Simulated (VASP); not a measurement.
# WC (Fm-3m) in VASP: further runs, part 2 of 2

VASP 6.6.1. Earlier steps stand in the parts before.

## Step 3: Single point, LDA

Contents of INCAR:

```
SYSTEM = WC
ALGO     = Normal         ! electronic algorithm
EDIFF    = 1E-7           ! SCF threshold, eV
ENCUT    = 520            ! plane-wave cutoff, eV
ISIF     = 2              ! what is computed and relaxed
ISMEAR   = 1              ! smearing method
LASPH    = .TRUE.         ! aspherical terms in the spheres
LCHARG   = .FALSE.        ! write CHGCAR
LREAL    = .FALSE.        ! projectors in reciprocal space
LWAVE    = .FALSE.        ! write WAVECAR
NBANDS   = 16             ! bands
NELM     = 100            ! most SCF steps
PREC     = Accurate       ! precision mode
SIGMA    = 0.05           ! smearing width, eV
```

Contents of KPOINTS:

```
k-points
0
G
  9 9 9
  0 0 0
```

Contents of POSCAR:

```
WC
1.0
    0.0000000000      2.1926840000      2.1926840000
    2.1926840000      0.0000000000      2.1926840000
    2.1926840000      2.1926840000      0.0000000000
W C
1 1
Direct
    0.0000000000      0.0000000000      0.0000000000
    0.5000000000      0.5000000000      0.5000000000
```

Potentials or basis: VASP PAW LDA potentials, release 64 (W_sv, C).

On the command line:

```console
> cat potpaw_LDA.64/W_sv/POTCAR potpaw_LDA.64/C/POTCAR > POTCAR
> mpirun -np 1 vasp_std > vasp.out
```

OUTCAR:

```text
SYSTEM = WC
   EDIFF = 1E-7
   ENCUT = 520
   ISIF = 2
   ISMEAR = 1
   LASPH = .TRUE.
   LREAL = .FALSE.
   NELM = 100
   PREC = Accurate

 ion  position               nearest neighbor table
   1  0.000  0.000  0.000-   2 2.19   2 2.19   2 2.19   2 2.19   2 2.19   2 2.19
   2  0.500  0.500  0.500-   1 2.19   1 2.19   1 2.19   1 2.19   1 2.19   1 2.19

  LATTYP: Found a face centered cubic cell.
 ALAT       =     4.3853680000

  Lattice vectors:

 A1 = (   0.0000000000,   2.1926840000,   2.1926840000)
 A2 = (   2.1926840000,   0.0000000000,   2.1926840000)
 A3 = (   2.1926840000,   2.1926840000,   0.0000000000)

Analysis of symmetry for initial positions (statically):
=====================================================================
 Subroutine PRICEL returns:
 Original cell was already a primitive cell.

 Routine SETGRP: Setting up the symmetry group for a
 face centered cubic supercell.

 Subroutine GETGRP returns: Found 48 space group operations
 (whereof 48 operations were pure point group operations)
 out of a pool of 48 trial point group operations.

The static configuration has the point symmetry O_h .

Analysis of symmetry for dynamics (positions and initial velocities):
[... 161 lines left out ...]
 val. band max:       12.1384672161   @ k =   0.3333   0.0000   0.0000
 cond. band min:      12.1774457328   @ k =  -0.2222   0.1111   0.0000
 fundamental gap:      0.0389785167
 Fermi energy:        12.1523883665

 k-point     1 :       0.0000    0.0000    0.0000
  band No.  band energies     occupation
      1     -62.6604      2.00000
      2     -26.9138      2.00000
      3     -26.9138      2.00000
      4     -26.9138      2.00000
      5      -3.3427      2.00000
      6       9.5333      2.00000
[... 433 lines left out ...]
      3     -27.1203      2.00000
      4     -27.1203      2.00000
      5      -1.0976      2.00000
      6       6.4917      2.00000
[... 8 lines left out ...]
     15      24.1813      0.00000
     16      29.6869      0.00000

 [... further k-points ...]

------------------------ aborting loop because EDIFF is reached ----------------------------------------

  FORCE on cell =-STRESS in cart. coord.  units (eV):
  Direction    XX          YY          ZZ          XY          YZ          ZX
  --------------------------------------------------------------------------------------
  -------------------------------------------------------------------------------------
  Total       -1.7784936     -1.7784936     -1.7784936      0.0000000      0.0000000      0.0000000
  in kB     -135.1464872   -135.1464872   -135.1464872      0.0000000      0.0000000      0.0000000
  external PRESSURE =    -135.1464872 kB  Pullay stress =       0.0000000 kB

 VOLUME and BASIS-vectors are now :
 -----------------------------------------------------------------------------
  energy-cutoff  :      520.00
  volume of cell :       21.08
      direct lattice vectors                 reciprocal lattice vectors
     0.000000000  2.192684000  2.192684000    -0.228031034  0.228031034  0.228031034
     2.192684000  0.000000000  2.192684000     0.228031034 -0.228031034  0.228031034
     2.192684000  2.192684000  0.000000000     0.228031034  0.228031034 -0.228031034

 POSITION                                       TOTAL-FORCE (eV/Angst)
 -----------------------------------------------------------------------------------
      0.00000      0.00000      0.00000        -0.000000      0.000000      0.000000
      2.19268      2.19268      2.19268         0.000000     -0.000000      0.000000
 -----------------------------------------------------------------------------------
    total drift:                                0.000000     -0.000000     -0.000000

  FREE ENERGIE OF THE ION-ELECTRON SYSTEM (eV)
  ---------------------------------------------------
  free  energy   TOTEN  =       -23.7512408915 eV

  energy  without entropy=      -23.7510428869  energy(sigma->0) =      -23.75117489
```

It took 18 s on 1 thread of Intel Xeon 8259CL, shared host; peak memory 0.13 GiB.

What came out:

```
Free energy            : -23.7512 eV
Pressure               : -13.5 GPa
Band gap on the k mesh : zero (bands 9 and 10 overlap by 2.98 eV)
```

Levels at points of the mesh, in eV from the Fermi level:
```tsv
k point	band 6	band 7	band 8	band 9	band 10	band 11	band 12	band 13
(0.00, 0.00, 0.00)	-2.62	-2.62	-2.62	-0.92	-0.92	-0.92	-0.85	-0.85
```

Caveat: the cell stands under tension; spin-orbit coupling is left out, which moves the levels of the heavy elements.

## Step 4: Single point, LDA

Contents of INCAR:

```
ALGO = Normal
EDIFF = 1E-6
ENCUT = 520
ISIF = 2
ISMEAR = 1
LASPH = True
LCHARG = False
LREAL = False
LWAVE = False
NBANDS = 16
NELM = 60
PREC = Accurate
SIGMA = 0.05
```

Contents of KPOINTS:

```
k-points
0
Gamma
  9 9 9
```

POSCAR is that of step 3.

On the command line:

```console
> cat potpaw_LDA.64/W_sv/POTCAR potpaw_LDA.64/C/POTCAR > POTCAR
> mpirun -np 1 vasp_std > vasp.out
```

Run time: 17 s. Hardware: 1 thread of Intel Xeon 8259CL, shared host; peak memory 0.13 GiB.

Results (log left out):

```
Free energy            : -23.7512 eV
Pressure               : -13.5 GPa
Band gap on the k mesh : zero (bands 9 and 10 overlap by 2.98 eV)
```

Levels at points of the mesh, in eV from the Fermi level:
| k point | band 6 | band 7 | band 8 | band 9 | band 10 | band 11 | band 12 | band 13 |
| --- | --- | --- | --- | --- | --- | --- | --- | --- |
| (0.00, 0.00, 0.00) | -2.62 | -2.62 | -2.62 | -0.92 | -0.92 | -0.92 | -0.85 | -0.85 |

Caveat: the cell stands under tension; spin-orbit coupling is left out, which moves the levels of the heavy elements.

## Step 5: Single point, PBE, non-collinear spin, zero start, spin-orbit coupling

Contents of INCAR:

```
  PREC = Accurate
  ENCUT = 520
  EDIFF = 1E-6
  ISMEAR = -1
  SIGMA = 0.1
  LREAL = False
  LASPH = True
  NELM = 150
  ALGO = Normal
  ISIF = 2
  LWAVE = False
  LCHARG = False
  MAGMOM = 0 0 0 0 0 0
  LORBIT = 11
  LSORBIT = True
  GGA_COMPAT = False
  LORBMOM = True
  LMAXMIX = 4
  GGA = PE
  NBANDS = 30
```

Contents of KPOINTS:

```
regular mesh
0
Gamma
  8 8 8
```

POSCAR is that of step 4.

Potentials or basis: VASP PAW PBE potentials, release 64 (W_sv, C).

On the command line:

```console
> cat potpaw_PBE.64/W_sv/POTCAR potpaw_PBE.64/C/POTCAR > POTCAR
> mpirun -np 1 vasp_ncl > vasp.out
```

It took 78 s on 1 thread of Intel Xeon 8259CL, shared host; peak memory 0.21 GiB.

The run converged. Its results:

| Quantity | Value |
| --- | --- |
| Free energy | -22.3112 eV |
| Pressure | 0.9 GPa |
| Net moment | 0.00 μB per cell |
| Valence electrons inside the program's atomic spheres | W 12.07; C 2.44 |

Moments on the atoms (μB; x, y, z):
```
W   0.00 0.00 0.00
C   0.00 0.00 0.00
```

## Step 6: Single point, PBE, non-collinear spin, zero start, spin-orbit coupling

Contents of INCAR:

```
PREC = Accurate ; ENCUT = 520
EDIFF = 1E-6 ; ISMEAR = -1
SIGMA = 0.1 ; LREAL = False
LASPH = True ; NELM = 150
ALGO = Normal ; ISIF = 2
LWAVE = False ; LCHARG = False
MAGMOM = 0 0 0 0 0 0 ; LORBIT = 11
LSORBIT = True ; GGA_COMPAT = False
LORBMOM = True ; LMAXMIX = 4
GGA = PE ; NBANDS = 30
```

Contents of KPOINTS:

```
Automatic mesh
0
Gamma
  9 9 9
```

POSCAR is that of step 5.

Potentials or basis: VASP PAW PBE potentials, release 64 (W_sv, C).

On the command line:

```console
> cat potpaw_PBE.64/W_sv/POTCAR potpaw_PBE.64/C/POTCAR > POTCAR
> mpirun -np 1 vasp_ncl > vasp.out
```

Wall time 86 s (1 thread of Intel Xeon 8259CL, shared host); peak memory 0.22 GiB.

The run converged. Its results:

| Quantity | Value |
| --- | --- |
| Free energy | -22.3083 eV |
| Pressure | 0.9 GPa |
| Net moment | 0.00 μB per cell |
| Valence electrons inside the program's atomic spheres | W 12.06; C 2.44 |

Moments on the atoms (μB; x, y, z):
```
W   0.00 0.00 0.00
C   0.00 0.00 0.00
```

## Step 7: The runs side by side

```tsv
level	potentials or basis	spin	k mesh	smearing	pressure (GPa)	moment (μB)
LDA	VASP PAW LDA potentials, release 64 (W_sv, C)	off	9 × 9 × 9	methfessel-paxton 0.05 eV	-13.5	-
PBE	VASP PAW PBE potentials, release 64 (W_sv, C)	non-collinear, zero start, SOC	8 × 8 × 8	fermi-dirac 0.1 eV	0.9	0.00
PBE	VASP PAW PBE potentials, release 64 (W_sv, C)	non-collinear, zero start, SOC	9 × 9 × 9	fermi-dirac 0.1 eV	0.9	0.00
```

Alike in all rows: task single point; cell as given; cutoff (eV) 520.

Caveats: the cell stands under tension (at least some runs); spin-orbit coupling is left out, which moves the levels of the heavy elements (at least some runs).

Total energies depend on the potentials used, so only differences within one code and one set of settings carry meaning.

The gap in the log of VASP goes by the Fermi energy; the results here count the filled bands.